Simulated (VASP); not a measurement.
# TiO2 (P-3m1) in VASP: further runs

Runs on TiO2. Level: r2SCAN+rVV10. Tasks: single point, relaxation of cell and atoms.

Program: VASP 6.6.1. These are calculated values, not measurements. Logs are shortened: lines on timing, memory, paths and dates and some standing lists are left out, and cuts for length are marked.

**1. The cell of the first run**

It takes space group P-3m1 (No. 164, trigonal). Conventional cell: a = 2.968 Å, b = 2.968 Å, c = 4.524 Å, α = 90.00°, β = 90.00°, γ = 120.00°. Within 2.6 Å of Ti (site symmetry -3m) lie 6 O at 1.96 Å. Within 2.6 Å of O (site symmetry 3m) lie 3 Ti at 1.96 Å and 3 O at 2.57 Å.

**2. Single point, r2SCAN+rVV10**

POSCAR reads:

```
TiO2
1.0
    2.9681971489      0.0000000029      0.0000000000
   -1.4840985770      2.5705341329      0.0000000000
    0.0000000000      0.0000000000      4.5238725504
Ti O
1 2
Direct
    0.0000000000      0.0000000000      0.0000000000
    0.6666666667      0.3333333333      0.7886081747
    0.3333333333      0.6666666667      0.2113918253
```

INCAR.step1 reads:

```
  PREC = Accurate
  ENCUT = 520
  ISMEAR = -1
  SIGMA = 0.03
  LREAL = False
  LASPH = True
  NELM = 60
  NBANDS = 19
  GGA = PE
  ALGO = Normal
  EDIFF = 1E-4
  LWAVE = True
  LCHARG = False
```

INCAR.step2 reads:

```
  PREC = Accurate
  ENCUT = 520
  EDIFF = 1E-6
  ISMEAR = -1
  SIGMA = 0.03
  LREAL = False
  LASPH = True
  NELM = 60
  ALGO = Normal
  ISIF = 2
  LWAVE = False
  LCHARG = False
  METAGGA = R2SCAN
  LMIXTAU = True
  LUSE_VDW = True
  IVDW_NL = 2
  BPARAM = 11.95
  CPARAM = 0.0093
  NBANDS = 19
  ISTART = 1
```

KPOINTS reads:

```
regular mesh
0
Gamma
  12 12 4
```

Potentials or basis: VASP PAW PBE potentials, release 64 (Ti_sv, O).

Started as:

```console
cat potpaw_PBE.64/Ti_sv/POTCAR potpaw_PBE.64/O/POTCAR > POTCAR
cp INCAR.step1 INCAR
mpirun -np 1 vasp_std > vasp.out
cp INCAR.step2 INCAR
mpirun -np 1 vasp_std > vasp.out
```

OUTCAR:

```text
PREC = Accurate
   ENCUT = 520
   EDIFF = 1E-6
   ISMEAR = -1
   LREAL = False
   LASPH = True
   NELM = 60
   ISIF = 2
   METAGGA = R2SCAN
   IVDW_NL = 2
   BPARAM = 11.95
   ISTART = 1

 ion  position               nearest neighbor table
   1  0.000  0.000  0.000-   2 1.96   3 1.96   3 1.96   2 1.96   2 1.96   3 1.96
   2  0.667  0.333  0.789-   1 1.96   1 1.96   1 1.96
   3  0.333  0.667  0.211-   1 1.96   1 1.96   1 1.96

  LATTYP: Found a hexagonal cell.
 ALAT       =     2.9681971489
 C/A-ratio  =     1.5241145798

  Lattice vectors:

 A1 = (   2.9681971489,   0.0000000029,   0.0000000000)
 A2 = (  -1.4840985770,   2.5705341329,   0.0000000000)
 A3 = (   0.0000000000,   0.0000000000,   4.5238725504)

Analysis of symmetry for initial positions (statically):
=====================================================================
 Subroutine PRICEL returns:
 Original cell was already a primitive cell.

 Routine SETGRP: Setting up the symmetry group for a
 hexagonal supercell.

 Subroutine GETGRP returns: Found 12 space group operations
 (whereof 12 operations were pure point group operations)
 out of a pool of 24 trial point group operations.

The static configuration has the point symmetry D_3d.

Analysis of symmetry for dynamics (positions and initial velocities):
=====================================================================
 Subroutine PRICEL returns:
 Original cell was already a primitive cell.

 Routine SETGRP: Setting up the symmetry group for a
 hexagonal supercell.

 Subroutine GETGRP returns: Found 12 space group operations
 (whereof 12 operations were pure point group operations)
 out of a pool of 24 trial point group operations.

The dynamic configuration has the point symmetry D_3d.

 Subroutine INISYM returns: Found 12 space group operations
 (whereof 12 operations are pure point group operations),
 and found     1 'primitive' translations

----------------------------------------------------------------------------------------

                                     Primitive cell

  volume of cell :      34.5165

  direct lattice vectors                    reciprocal lattice vectors
     2.968197149  0.000000003  0.000000000     0.336904845  0.194512103  0.000000000
    -1.484098577  2.570534133  0.000000000    -0.000000000  0.389024206  0.000000000
     0.000000000  0.000000000  4.523872550     0.000000000  0.000000000  0.221049552

  length of vectors
     2.968197149  2.968197149  4.523872550     0.389024206  0.389024206  0.221049552

  position of ions in fractional coordinates (direct lattice)
     0.000000000  0.000000000  0.000000000
     0.666666667  0.333333333  0.788608175
     0.333333333  0.666666667  0.211391825

  ion indices of the primitive-cell ions
   primitive index   ion index
                 1           1
                 2           2
                 3           3

----------------------------------------------------------------------------------------

 KPOINTS: regular mesh

Automatic generation of k-mesh.
 Grid dimensions read from file:
 generate k-points for:   12   12    4

 Generating k-lattice:

  Cartesian coordinates                     Fractional coordinates (reciprocal lattice)
     0.028075404  0.016209342  0.000000000     0.083333333  0.000000000  0.000000000
    -0.000000000  0.032418684  0.000000000    -0.000000000  0.083333333  0.000000000
     0.000000000  0.000000000  0.055262388     0.000000000  0.000000000  0.250000000

  Length of vectors
     0.032418684  0.032418684  0.055262388

  Shift w.r.t. Gamma in fractional coordinates (k-lattice)
     0.000000000  0.000000000  0.000000000

 Subroutine IBZKPT returns following result:
 ===========================================

 Found     69 irreducible k-points:

 Following reciprocal coordinates:
            Coordinates               Weight
  0.000000  0.000000  0.000000      1.000000
  0.083333  0.000000  0.000000      6.000000
  0.166667  0.000000  0.000000      6.000000
  0.250000  0.000000  0.000000      6.000000
  0.333333  0.000000  0.000000      6.000000
  0.416667  0.000000  0.000000      6.000000
[... 16 lines left out ...]
  0.166667  0.000000  0.250000      6.000000
 -0.000000  0.166667  0.250000      6.000000
 [... further k-points ...]
   k-points           NKPTS =     69   k-points in BZ     NKDIM =     69   number of bands    NBANDS=     19
   number of dos      NEDOS =    301   number of ions     NIONS =      3
   total plane-waves  NPLWV =  20736
   dimension x,y,z NGX =    24 NGY =   24 NGZ =   36
   dimension x,y,z NGXF=    48 NGYF=   48 NGZF=   72
   ions per type =               1   2
   NGX,Y,Z   is equivalent  to a cutoff of  13.44, 13.44, 13.23 a.u.
   NGXF,Y,Z  is equivalent  to a cutoff of  26.88, 26.88, 26.46 a.u.
 SYSTEM =  unknown system
   PREC   = accura    normal or accurate (medium, high low for compatibility)
   ISTART =      1    job   : 0-new  1-cont  2-samecut
   ICHARG =      0    charge: 1-file 2-atom 10-const
   ISPIN  =      1    spin polarized calculation?
   LNONCOLLINEAR =      F non collinear calculations
   LSORBIT =      F    spin-orbit coupling
   LASPH  =      T    aspherical Exc in radial PAW
   ENCUT  =  520.0 eV  38.22 Ry    6.18 a.u.   5.52  5.52  8.41*2*pi/ulx,y,z
   NELM   =     60;   NELMIN=  2; NELMDL=  0     # of ELM steps
   EDIFF  = 0.1E-05   stopping-criterion for ELM
   LREAL  =      F    real-space projection
   EDIFFG = 0.1E-04   stopping-criterion for IOM
   NSW    =      0    number of steps for IOM
   IBRION =     -1    ionic relax: 0-MD 1-quasi-New 2-CG
   NFREE  =      0    steps in history (QN), initial steepest desc. (CG)
   ISIF   =      2    stress and relaxation
   ISYM   =      2    0-nonsym 1-usesym 2-fastsym
   POTIM  = 0.5000    time-step for ionic-motion
   TEBEG  =    0.0;   TEEND  =   0.0 temperature during run
   PSTRESS=    0.0 pullay stress
   NELECT =      24.0000    total number of electrons
   NUPDOWN=      -1.0000    fix difference up-down
   EMIN   =  10.00;   EMAX   =-10.00  energy-range for DOS
   EFERMI =   0.00;   METHOD = LEGACY
   ISMEAR =    -1;   SIGMA  =   0.03  broadening in eV -4-tet -1-fermi 0-gaus
   EFERMI_NEDOS =   21; number of points for ismear=-14 and -15
   IALGO  =     38    algorithm
   IMIX   =      4    mixing-type and parameters
     AMIX     =   0.40;   BMIX     =  1.00
     AMIX_MAG =   1.60;   BMIX_MAG =  1.00
  volume/ion in A,a.u.               =      11.51        77.64
  Fermi-wavevector in a.u.,A,eV,Ry     =   1.450340  2.740745 28.619656  2.103485
  Thomas-Fermi vector in A             =   2.567963
   LORBIT       =      0    0 simple, 1 ext, 2 COOP (PROOUT), +10 PAW based schemes
   METAGGA = R2SCAN    functional components
   LHFCALC =     F    Hartree Fock is set to
   AEXX    =    0.0000 exact exchange contribution
   IVDW_NL    =     2    kernel type
   BPARAM     =11.9500
   IVDW    =     0    specifies the selected vdW correction
   LEPSILON=     F    determine dielectric tensor
   LRPA    =     F    only Hartree local field effects (RPA)
 non-spin polarized calculation
  energy-cutoff  :      520.00
  volume of cell :       34.52
 maximum number of plane-waves:       953
 NGX is ok and might be reduce to    24
   NGX = 11   NGY = 11   NGZ = 17

 number of electron      24.0000003 magnetization

 Free energy of the ion-electron system (eV)
  ---------------------------------------------------
  ext. energy  EPLUGINS =         0.00000000
  ---------------------------------------------------
  free energy    TOTEN  =       -33.74830460 eV

  energy without entropy =      -33.74830460  energy(sigma->0) =      -33.74830460

 E-fermi :   3.5138     XC(G=0): -11.4139

 val. band max:        2.7923469576   @ k =   0.0833   0.0833   0.0000
 cond. band min:       5.7446459789   @ k =   0.0000   0.0000   0.5000
 fundamental gap:      2.9522990213
 Fermi energy:         3.5138294414

 k-point     1 :       0.0000    0.0000    0.0000
  band No.  band energies     occupation
      1     -55.8763      2.00000
      2     -31.0982      2.00000
      3     -30.8121      2.00000
      4     -30.8121      2.00000
      5     -16.0244      2.00000
      6     -13.9944      2.00000
[... 11 lines left out ...]
     18      11.3581      0.00000
     19      14.9837      0.00000

 k-point     2 :       0.0833    0.0000    0.0000
  band No.  band energies     occupation
      1     -55.8710      2.00000
      2     -31.0882      2.00000
      3     -30.8578      2.00000
      4     -30.8203      2.00000
      5     -15.9276      2.00000
      6     -14.0525      2.00000
[... 11 lines left out ...]
     18      11.6474      0.00000
     19      15.3640      0.00000

 k-point     3 :       0.1667    0.0000    0.0000
  band No.  band energies     occupation
      1     -55.8565      2.00000
      2     -31.0622      2.00000
      3     -30.9797      2.00000
      4     -30.8428      2.00000
      5     -15.6649      2.00000
      6     -14.2053      2.00000
[... 11 lines left out ...]
     18      12.4275      0.00000
     19      16.2930      0.00000

 k-point     4 :       0.2500    0.0000    0.0000
  band No.  band energies     occupation
      1     -55.8366      2.00000
      2     -31.1485      2.00000
      3     -31.0197      2.00000
      4     -30.8734      2.00000
      5     -15.3205      2.00000
      6     -14.3864      2.00000
[... 11 lines left out ...]
     18      13.4567      0.00000
     19      17.4139      0.00000

 k-point     5 :       0.3333    0.0000    0.0000
  band No.  band energies     occupation
      1     -55.8167      2.00000
      2     -31.3076      2.00000
      3     -30.9821      2.00000
      4     -30.9038      2.00000
      5     -15.0620      2.00000
      6     -14.4638      2.00000
[... 11 lines left out ...]
     18      14.4987      0.00000
     19      18.2808      0.00000
[... 334 lines left out ...]
      2     -31.0897      2.00000
      3     -30.8577      2.00000
      4     -30.8203      2.00000
      5     -15.8500      2.00000
      6     -14.1594      2.00000
[... 11 lines left out ...]
     18      12.4068      0.00000
     19      15.2625      0.00000

 k-point    22 :      -0.0000    0.0833    0.2500
  band No.  band energies     occupation
      1     -55.8710      2.00000
      2     -31.0897      2.00000
      3     -30.8578      2.00000
      4     -30.8203      2.00000
      5     -15.8514      2.00000
      6     -14.1573      2.00000
[... 11 lines left out ...]
     18      12.4673      0.00000
     19      15.2336      0.00000

 k-point    23 :       0.1667    0.0000    0.2500
  band No.  band energies     occupation
      1     -55.8565      2.00000
      2     -31.0636      2.00000
      3     -30.9795      2.00000
      4     -30.8428      2.00000
      5     -15.5872      2.00000
      6     -14.3038      2.00000
[... 11 lines left out ...]
     18      12.9764      0.00000
     19      16.1183      0.00000

 k-point    24 :      -0.0000    0.1667    0.2500
  band No.  band energies     occupation
      1     -55.8565      2.00000
      2     -31.0634      2.00000
      3     -30.9797      2.00000
      4     -30.8428      2.00000
      5     -15.5993      2.00000
      6     -14.2865      2.00000
[... 11 lines left out ...]
     18      13.2713      0.00000
     19      15.9463      0.00000

 [... further k-points ...]
[... 5 lines left out ...]
  --------------------------------------------------------------------------------------
  -------------------------------------------------------------------------------------
  Total        0.3676690      0.3676690      0.1239113     -0.0000000      0.0000000      0.0000000
  in kB       17.0663671     17.0663671      5.7516835     -0.0000000      0.0000000      0.0000000
  external PRESSURE =      13.2948059 kB  Pullay stress =       0.0000000 kB

 VOLUME and BASIS-vectors are now :
 -----------------------------------------------------------------------------
  energy-cutoff  :      520.00
  volume of cell :       34.52
      direct lattice vectors                 reciprocal lattice vectors
     2.968197149  0.000000003  0.000000000     0.336904845  0.194512103  0.000000000
    -1.484098577  2.570534133  0.000000000    -0.000000000  0.389024206  0.000000000
     0.000000000  0.000000000  4.523872550     0.000000000  0.000000000  0.221049552

 POSITION                                       TOTAL-FORCE (eV/Angst)
 -----------------------------------------------------------------------------------
      0.00000      0.00000      0.00000         0.000000     -0.000000      0.000000
      1.48410      0.85684      3.56756        -0.000000      0.000000     -0.094895
     -0.00000      1.71369      0.95631         0.000000     -0.000000      0.094895
 -----------------------------------------------------------------------------------
    total drift:                               -0.000000      0.000000      0.000000

  FREE ENERGIE OF THE ION-ELECTRON SYSTEM (eV)
  ---------------------------------------------------
  free  energy   TOTEN  =       -33.7483046002 eV

  energy  without entropy=      -33.7483046002  energy(sigma->0) =      -33.74830460
```

It took 96 s on 1 thread of Intel Xeon 6975P-C (Granite Rapids), shared host; peak memory 0.28 GiB.

Results:

```
Free energy            : -33.7483 eV
Pressure               : 1.3 GPa
Largest force          : 0.095 eV/Å
Band gap on the k mesh : 2.95 eV (least direct gap 3.10 eV)
```

Forces on the atoms (eV/Å):
```
Ti   0.000  0.000  0.000
O    0.000  0.000 -0.095
O    0.000  0.000  0.095
```

Caveat: the PAW data sets were made with another functional, which shifts forces and pressure a little. A k mesh can miss the band edges.

[end of part 1 of 2]
